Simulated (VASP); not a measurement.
# CuO in VASP: a series of runs, part 2 of 2

VASP 6.6.1. Earlier steps stand in the parts before.

## (4) Single point, PBE

This run uses another cell than the first one, of 10.03 Å³/atom.

Input file INCAR:

```
ALGO     = Normal         # electronic algorithm
EDIFF    = 1E-6           # SCF threshold, eV
ENCUT    = 520            # plane-wave cutoff, eV
GGA      = PE             # functional
ISIF     = 2              # what is computed and relaxed
ISMEAR   = 0              # smearing method
LASPH    = T              # aspherical terms in the spheres
LCHARG   = F              # write CHGCAR
LREAL    = F              # projectors in reciprocal space
LWAVE    = F              # write WAVECAR
NBANDS   = 25             # bands
NELM     = 80             # most SCF steps
PREC     = Accurate       # precision mode
SIGMA    = 0.1            # smearing width, eV
```

Input file KPOINTS:

```
k-points
0
Gamma
  1 1 1
```

Input file POSCAR:

```
CuO
1.0
    2.3404404522     -1.7107783127     -0.0229301573
    2.3197430003      1.6824555157     -0.0101368612
   -0.8908838133      0.0240860588      5.0786274137
Cu O
2 2
Direct
   -0.0082652229      0.4939545091     -0.0055067082
    0.4909130835     -0.0195801087      0.4987901057
    0.5733962104      0.3983939412      0.2576963426
    0.3918683292      0.5610426818      0.7397132466
```

Potentials or basis: VASP PAW PBE potentials, release 64 (Cu, O).

On the command line:

```sh
$ cat potpaw_PBE.64/Cu/POTCAR potpaw_PBE.64/O/POTCAR > POTCAR
$ mpirun -np 1 vasp_gam > vasp.out
```

OUTCAR:

```text
EDIFF = 1E-6
   ENCUT = 520
   GGA = PE
   ISIF = 2
   ISMEAR = 0
   LASPH = T
   LREAL = F
   NELM = 80
   PREC = Accurate

 ion  position               nearest neighbor table
   1  0.992  0.494  0.994-   4 1.94   3 1.97   4 1.99   3 2.05
   2  0.491  0.980  0.499-   4 1.90   3 1.91   3 1.93   4 1.95
   3  0.573  0.398  0.258-   2 1.91   2 1.93   1 1.97   1 2.05
   4  0.392  0.561  0.740-   2 1.90   1 1.94   2 1.95   1 1.99

  LATTYP: Found a triclinic cell.
 ALAT       =     2.8991291343
 B/A-ratio  =     1.1704622010
 C/A-ratio  =     2.1723905589
 COS(alpha) =     0.0013027671
 COS(beta)  =     0.4772141659
 COS(gamma) =     0.5950394553

  Lattice vectors:

 A1 = (  -2.3404404522,   1.7107783127,   0.0229301573)
 A2 = (  -0.0206974519,   3.3932338284,   0.0127932961)
 A3 = (  -3.7692996392,   0.0042367382,  -5.0455603952)

Analysis of symmetry for initial positions (statically):
=====================================================================
 Subroutine PRICEL returns:
 Original cell was already a primitive cell.

 Routine SETGRP: Setting up the symmetry group for a
 triclinic supercell.

 Subroutine GETGRP returns: Found  1 space group operations
 (whereof  1 operations were pure point group operations)
 out of a pool of  2 trial point group operations.

The static configuration has the point symmetry C_1 .

Analysis of symmetry for dynamics (positions and initial velocities):
=====================================================================
 Subroutine PRICEL returns:
 Original cell was already a primitive cell.

 Routine SETGRP: Setting up the symmetry group for a
 triclinic supercell.

 Subroutine GETGRP returns: Found  1 space group operations
 (whereof  1 operations were pure point group operations)
 out of a pool of  2 trial point group operations.

The dynamic configuration has the point symmetry C_1 .

 Subroutine INISYM returns: Found  1 space group operations
 (whereof  1 operations are pure point group operations),
 and found     1 'primitive' translations

----------------------------------------------------------------------------------------

                                     Primitive cell

  volume of cell :      40.1024

  direct lattice vectors                    reciprocal lattice vectors
     2.340440452 -1.710778313 -0.022930157     0.213074834 -0.293550617  0.038769412
     2.319743000  1.682455516 -0.010136861     0.216641816  0.295887568  0.036599637
    -0.890883813  0.024086059  5.078627414     0.001394453 -0.000734803  0.197151693

  length of vectors
     2.899129134  2.865652963  5.156230262     0.364795719  0.368541263  0.197157994

  position of ions in fractional coordinates (direct lattice)
     0.991734777  0.493954509  0.994493292
     0.490913083  0.980419891  0.498790106
     0.573396210  0.398393941  0.257696343
     0.391868329  0.561042682  0.739713247

  ion indices of the primitive-cell ions
   primitive index   ion index
                 1           1
                 2           2
                 3           3
                 4           4

----------------------------------------------------------------------------------------

 KPOINTS: k-points

Automatic generation of k-mesh.
 Grid dimensions read from file:
 generate k-points for:    1    1    1

 Generating k-lattice:

  Cartesian coordinates                     Fractional coordinates (reciprocal lattice)
     0.213074834 -0.293550617  0.038769412     1.000000000 -0.000000000  0.000000000
     0.216641816  0.295887568  0.036599637    -0.000000000  1.000000000  0.000000000
     0.001394453 -0.000734803  0.197151693     0.000000000  0.000000000  1.000000000

  Length of vectors
     0.364795719  0.368541263  0.197157994

  Shift w.r.t. Gamma in fractional coordinates (k-lattice)
     0.000000000  0.000000000  0.000000000

 Subroutine IBZKPT returns following result:
 ===========================================

 Found      1 irreducible k-points:

 Following reciprocal coordinates:
            Coordinates               Weight
  0.000000  0.000000  0.000000      1.000000
   k-points           NKPTS =      1   k-points in BZ     NKDIM =      1   number of bands    NBANDS=     25
   number of dos      NEDOS =    301   number of ions     NIONS =      4
   total plane-waves  NPLWV =  23040
   dimension x,y,z NGX =    24 NGY =   24 NGZ =   40
   dimension x,y,z NGXF=    48 NGYF=   48 NGZF=   80
   ions per type =               2   2
   NGX,Y,Z   is equivalent  to a cutoff of  13.76, 13.92, 12.90 a.u.
   NGXF,Y,Z  is equivalent  to a cutoff of  27.52, 27.85, 25.79 a.u.
 SYSTEM =  unknown system
   PREC   = accura    normal or accurate (medium, high low for compatibility)
   ISTART =      0    job   : 0-new  1-cont  2-samecut
   ICHARG =      2    charge: 1-file 2-atom 10-const
   ISPIN  =      1    spin polarized calculation?
   LNONCOLLINEAR =      F non collinear calculations
   LSORBIT =      F    spin-orbit coupling
   LASPH  =      T    aspherical Exc in radial PAW
   ENCUT  =  520.0 eV  38.22 Ry    6.18 a.u.   5.39  5.33  9.59*2*pi/ulx,y,z
   NELM   =     80;   NELMIN=  2; NELMDL= -5     # of ELM steps
   EDIFF  = 0.1E-05   stopping-criterion for ELM
   LREAL  =      F    real-space projection
   EDIFFG = 0.1E-04   stopping-criterion for IOM
   NSW    =      0    number of steps for IOM
   IBRION =     -1    ionic relax: 0-MD 1-quasi-New 2-CG
   NFREE  =      0    steps in history (QN), initial steepest desc. (CG)
   ISIF   =      2    stress and relaxation
   ISYM   =      2    0-nonsym 1-usesym 2-fastsym
   POTIM  = 0.5000    time-step for ionic-motion
   TEBEG  =    0.0;   TEEND  =   0.0 temperature during run
   PSTRESS=    0.0 pullay stress
   NELECT =      34.0000    total number of electrons
   NUPDOWN=      -1.0000    fix difference up-down
   EMIN   =  10.00;   EMAX   =-10.00  energy-range for DOS
   EFERMI =   0.00;   METHOD = LEGACY
   ISMEAR =     0;   SIGMA  =   0.10  broadening in eV -4-tet -1-fermi 0-gaus
   EFERMI_NEDOS =   21; number of points for ismear=-14 and -15
   IALGO  =     38    algorithm
   IMIX   =      4    mixing-type and parameters
     AMIX     =   0.40;   BMIX     =  1.00
     AMIX_MAG =   1.60;   BMIX_MAG =  1.00
  volume/ion in A,a.u.               =      10.03        67.66
  Fermi-wavevector in a.u.,A,eV,Ry     =   1.549451  2.928037 32.664829  2.400797
  Thomas-Fermi vector in A             =   2.654256
   LORBIT       =      0    0 simple, 1 ext, 2 COOP (PROOUT), +10 PAW based schemes
   GGA     = PE    functional components
   LHFCALC =     F    Hartree Fock is set to
   AEXX    =    0.0000 exact exchange contribution
   IVDW    =     0    specifies the selected vdW correction
   LEPSILON=     F    determine dielectric tensor
   LRPA    =     F    only Hartree local field effects (RPA)
 non-spin polarized calculation
 Gauss-broadening in eV      SIGMA  =   0.10
  energy-cutoff  :      520.00
  volume of cell :       40.10
 maximum number of plane-waves:       553
 NGX is ok and might be reduce to    24
   NGX = 11   NGY = 11   NGZ = 19

 number of electron      34.0000000 magnetization

 Free energy of the ion-electron system (eV)
  ---------------------------------------------------
  ext. energy  EPLUGINS =         0.00000000
  ---------------------------------------------------
  free energy    TOTEN  =       -15.44731610 eV

  energy without entropy =      -15.43630549  energy(sigma->0) =      -15.44181080

 E-fermi :   6.8134     XC(G=0): -11.7850

 val. band max:        6.6608102395   @ k =   0.0000   0.0000   0.0000
 cond. band min:       6.9659064926   @ k =   0.0000   0.0000   0.0000
 fundamental gap:      0.3050962531
 Fermi energy:         6.8133583660

 k-point     1 :       0.0000    0.0000    0.0000
  band No.  band energies     occupation
      1     -13.3760      2.00000
      2     -11.9385      2.00000
      3      -1.9139      2.00000
      4       0.2426      2.00000
      5       0.9688      2.00000
      6       2.2178      2.00000
[... 17 lines left out ...]
     24      22.4379      0.00000
     25      22.8260      0.00000

------------------------ aborting loop because EDIFF is reached ----------------------------------------

  FORCE on cell =-STRESS in cart. coord.  units (eV):
  Direction    XX          YY          ZZ          XY          YZ          ZX
  --------------------------------------------------------------------------------------
  -------------------------------------------------------------------------------------
  Total       -2.6402600      1.1582997      6.7895565     -0.8206912      0.2723609      2.0474311
  in kB     -105.4841216     46.2765891    271.2575246    -32.7883958     10.8814091     81.7993173
  external PRESSURE =      70.6833307 kB  Pullay stress =       0.0000000 kB

 VOLUME and BASIS-vectors are now :
 -----------------------------------------------------------------------------
  energy-cutoff  :      520.00
  volume of cell :       40.10
      direct lattice vectors                 reciprocal lattice vectors
     2.340440452 -1.710778313 -0.022930157     0.213074834 -0.293550617  0.038769412
     2.319743000  1.682455516 -0.010136861     0.216641816  0.295887568  0.036599637
    -0.890883813  0.024086059  5.078627414     0.001394453 -0.000734803  0.197151693

 POSITION                                       TOTAL-FORCE (eV/Angst)
 -----------------------------------------------------------------------------------
      2.58097     -0.84163      5.02291        -0.810163     -0.010762      0.398035
      2.97891      0.82168      2.51197        -0.538866     -0.009516     -0.083887
      2.03659     -0.30447      1.29156         0.452002      1.192973     -0.356578
      1.55962      0.29135      3.74206         0.897027     -1.172694      0.042430
 -----------------------------------------------------------------------------------
    total drift:                               -0.000503     -0.000227     -0.000779

  FREE ENERGIE OF THE ION-ELECTRON SYSTEM (eV)
  ---------------------------------------------------
  free  energy   TOTEN  =       -15.4473161023 eV

  energy  without entropy=      -15.4363054925  energy(sigma->0) =      -15.44181080
```

Wall time 4.8 s (1 thread of Intel Xeon 6975P-C (Granite Rapids), shared host); peak memory 0.14 GiB.

What came out:

```
Free energy   : -15.4473 eV
Pressure      : 7.1 GPa
Largest force : 1.477 eV/Å
```

Forces on the atoms (eV/Å):
```
Cu  -0.810 -0.011  0.398
Cu  -0.539 -0.010 -0.084
O    0.452  1.193 -0.357
O    0.897 -1.173  0.042
```

Stress tensor (GPa, compression positive):
```
-10.55  -3.28   8.18
 -3.28   4.63   1.09
  8.18   1.09  27.13
```

Caveat: the k points lie up to 2.32 Å⁻¹ apart; forces of over 1 eV/Å act on the atoms, so gaps and moduli don't describe the material at rest.

## (5) Single point, PBE

Input file INCAR:

```
SYSTEM = CuO
PREC = Accurate
ENCUT = 520
EDIFF = 1E-7
ISMEAR = 0
SIGMA = 0.1
LREAL = .FALSE.
LASPH = .TRUE.
NELM = 60
ALGO = Normal
ISIF = 2
LWAVE = .FALSE.
LCHARG = .FALSE.
GGA = PE
NBANDS = 25
```

Input file KPOINTS:

```
regular mesh
0
G
  2 2 2
  0 0 0
```

Input file POSCAR:

```
CuO
1.0
    2.3446500000     -1.7134000000      0.0000000000
    2.3446500000      1.7134000000      0.0000000000
   -0.8605500000      0.0000000000      5.0594400000
Cu O
2 2
Direct
    0.0032000000      0.4968000000      0.0000000000
    0.4968000000      0.0032000000      0.5000000000
    0.5714000000      0.4056000000      0.2537000000
    0.4056000000      0.5714000000      0.7537000000
```

On the command line:

```sh
$ cat potpaw_PBE.64/Cu/POTCAR potpaw_PBE.64/O/POTCAR > POTCAR
$ mpirun -np 1 vasp_std > vasp.out
```

Run time: 5.6 s. Hardware: 1 thread of Intel Xeon 6975P-C (Granite Rapids), shared host; peak memory 0.15 GiB.

It converged, with:

- Free energy: -18.8385 eV
- Pressure: 10.1 GPa
- Largest force: 0.718 eV/Å
- Band gap on the k mesh: zero (bands 17 and 18 overlap by 0.62 eV)

Forces on the atoms (eV/Å):
```
Cu  -0.527  0.456  0.171
Cu  -0.527 -0.456  0.171
O    0.527  0.067 -0.171
O    0.527 -0.067 -0.171
```

Stress tensor (GPa, compression positive):
```
15.10  0.00  1.32
 0.00 14.77  0.00
 1.32  0.00  0.40
```

Levels at points of the mesh, in eV from the Fermi level:
```tsv
k point	band 13	band 14	band 15	band 16	band 17	band 18	band 19	band 20	band 21	band 22
(0.00, 0.00, 0.00)	-2.51	-2.42	-2.34	-1.87	0.02	0.72	1.47	5.74	7.94	13.03
(0.50, 0.00, 0.00)	-2.25	-1.83	-1.70	-1.60	-0.19	0.10	4.61	6.04	6.69	10.83
(0.50, 0.50, 0.00)	-2.36	-2.33	-1.88	-1.46	-0.84	0.93	3.05	6.76	8.24	9.74
(0.00, 0.00, 0.50)	-2.45	-2.45	-1.67	-1.67	0.06	0.06	3.69	3.69	11.41	11.41
(0.50, 0.00, 0.50)	-2.40	-2.36	-1.96	-1.82	-0.25	0.54	4.86	6.25	7.83	8.28
(0.50, 0.50, 0.50)	-1.88	-1.88	-1.53	-1.53	-0.57	-0.57	4.92	4.92	8.74	8.74
```

Caveat: the k points lie up to 1.14 Å⁻¹ apart, too coarse for converged energies and pressures of a metal; semilocal functionals often make such compounds metallic where correlation or magnetic order opens a gap, which also shifts bond lengths. With open d or f shells a metallic result of PBE can be an artefact of self-interaction; +U or a hybrid may open a gap.

## (6) Single point, PBE

This run uses another cell than the first one, of 10.03 Å³/atom.

Input file INCAR:

```
SYSTEM = CuO
PREC = Accurate ; ENCUT = 520
EDIFF = 1E-7 ; ISMEAR = 0
SIGMA = 0.1 ; LREAL = .FALSE.
LASPH = .TRUE. ; NELM = 100
ALGO = Normal ; ISIF = 2
LWAVE = .FALSE. ; LCHARG = .FALSE.
GGA = PE ; NBANDS = 25
```

Input file KPOINTS:

```
Automatic mesh
0
G
  2 2 2
  0 0 0
```

Input file POSCAR:

```
CuO
1.0
    2.3404404522     -1.7107783127     -0.0229301573
    2.3197430003      1.6824555157     -0.0101368612
   -0.8908838133      0.0240860588      5.0786274137
Cu O
2 2
Direct
   -0.0082652229      0.4939545091     -0.0055067082
    0.4909130835     -0.0195801087      0.4987901057
    0.5733962104      0.3983939412      0.2576963426
    0.3918683292      0.5610426818      0.7397132466
```

Potentials or basis: VASP PAW PBE potentials, release 64 (Cu, O).

On the command line:

```sh
$ cat potpaw_PBE.64/Cu/POTCAR potpaw_PBE.64/O/POTCAR > POTCAR
$ mpirun -np 1 vasp_std > vasp.out
```

It took 10 s on 1 thread of Intel Xeon 6975P-C (Granite Rapids), shared host; peak memory 0.15 GiB.

Results (log left out):

```yaml
Free_energy: -18.7787 eV
Pressure: 11.8 GPa
Largest_force: 0.459 eV/Å
Band_gap_on_the_k_mesh: zero (bands 17 and 18 overlap by 0.50 eV)
```

Forces on the atoms (eV/Å):
```
Cu  -0.319  0.183  0.274
Cu  -0.030 -0.098 -0.061
O    0.074 -0.078 -0.373
O    0.275 -0.007  0.160
```

Stress tensor (GPa, compression positive):
```
17.36  0.42  2.67
 0.42 17.13  1.55
 2.67  1.55  0.87
```

Levels at points of the mesh, in eV from the Fermi level:
```
           k point  band 15  band 16  band 17  band 18  band 19  band 20
(0.00, 0.00, 0.00)    -2.24    -1.83     0.03     0.77     1.55     5.80
(0.50, 0.00, 0.00)    -1.70    -1.64    -0.11     0.19     4.79     6.17
(0.00, 0.50, 0.00)    -1.59    -1.45    -0.18     0.03     4.47     6.13
(0.50, 0.50, 0.00)    -1.84    -1.40    -0.72     0.98     3.15     6.78
(0.00, 0.00, 0.50)    -1.66    -1.59     0.02     0.19     3.64     3.95
(0.50, 0.00, 0.50)    -1.98    -1.71    -0.17     0.62     5.19     5.98
(0.00, 0.50, 0.50)    -1.87    -1.71    -0.19     0.57     4.62     6.70
(0.50, 0.50, 0.50)    -1.54    -1.36    -0.53    -0.47     4.93     5.12
```

Caveat: the k points lie up to 1.16 Å⁻¹ apart, too coarse for converged energies and pressures of a metal; semilocal functionals often make such compounds metallic where correlation or magnetic order opens a gap, which also shifts bond lengths. With open d or f shells a metallic result of PBE can be an artefact of self-interaction; +U or a hybrid may open a gap.

## (7) The runs side by side

```tsv
cell	k mesh	gap on the mesh (eV)	pressure (GPa)	largest force (eV/Å)
a = 2.904, b = 2.904, c = 5.132 Å, angles 97.8, 97.8, 72.3°, 4 atoms, atomic positions A	16 × 16 × 8	none	6.4	0.79
a = 2.904, b = 2.904, c = 5.132 Å, angles 97.8, 97.8, 72.3°, 4 atoms, atomic positions A	1 × 1 × 1	-	5.8	1.63
a = 2.899, b = 2.866, c = 5.156 Å, angles 98.1, 98.6, 72.1°, 4 atoms, atomic positions B	1 × 1 × 1	-	7.1	1.48
a = 2.904, b = 2.904, c = 5.132 Å, angles 97.8, 97.8, 72.3°, 4 atoms, atomic positions A	2 × 2 × 2	none	10.1	0.72
a = 2.899, b = 2.866, c = 5.156 Å, angles 98.1, 98.6, 72.1°, 4 atoms, atomic positions B	2 × 2 × 2	none	11.8	0.46
```

Alike in all rows: task single point; level PBE; potentials or basis VASP PAW PBE potentials, release 64 (Cu, O); no spin polarisation; cutoff (eV) 520; smearing gaussian 0.1 eV.

Caveats: some runs use coarse meshes; semilocal functionals often make such compounds metallic where correlation or magnetic order opens a gap, which also shifts bond lengths (at least some runs); forces of over 1 eV/Å act on the atoms, so gaps and moduli don't describe the material at rest (at least some runs); the cell stands under pressure (at least some runs).

Absolute energies hang on the potentials; compare differences alone.
